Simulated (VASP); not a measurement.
Here is a VASP 6.6.1 calculation.

INCAR

```
SYSTEM = BaRhO3
PREC = Accurate
ENCUT = 520
EDIFF = 1E-7
ISMEAR = -1
SIGMA = 0.1
LREAL = .False.
LASPH = .True.
NELM = 100
ALGO = Normal
ISIF = 2
LWAVE = .False.
LCHARG = .False.
NBANDS = 30
```

Contents of KPOINTS:

```
Automatic mesh
0
Gamma
  9 9 9
  0 0 0
```

File POSCAR:

```
BaRhO3
1.0
    4.0944550000      0.0000000000      0.0000000000
    0.0000000000      4.0944550000      0.0000000000
    0.0000000000      0.0000000000      4.2172886500
Ba Rh O
1 1 3
Direct
    0.0000000000      0.0000000000      0.0000000000
    0.5000000000      0.5000000000      0.5000000000
    0.5000000000      0.0000000000      0.5000000000
    0.0000000000      0.5000000000      0.5000000000
    0.5000000000      0.5000000000      0.0000000000
```

Potentials or basis: VASP PAW LDA potentials, release 64 (Ba_sv, Rh_pv, O).

Launch:

```console
$ cat potpaw_LDA.64/Ba_sv/POTCAR potpaw_LDA.64/Rh_pv/POTCAR potpaw_LDA.64/O/POTCAR > POTCAR
$ mpirun -np 1 vasp_std > vasp.out
```

Question: Predict the band gap on the k mesh.

Answer: Zero (an odd number of electrons rules out a gap without spin polarisation).

Question: Predict the pressure.

Answer: -16.8 GPa.

Stress tensor (GPa, compression positive):
```
-16.64   0.00   0.00
  0.00 -16.64   0.00
  0.00   0.00 -17.26
```

Caveat: the cell stands under tension; spin-orbit coupling is left out, which moves the levels of the heavy elements; an odd number of electrons without spin polarisation forces a metal; a magnetic or distorted state may lie lower.
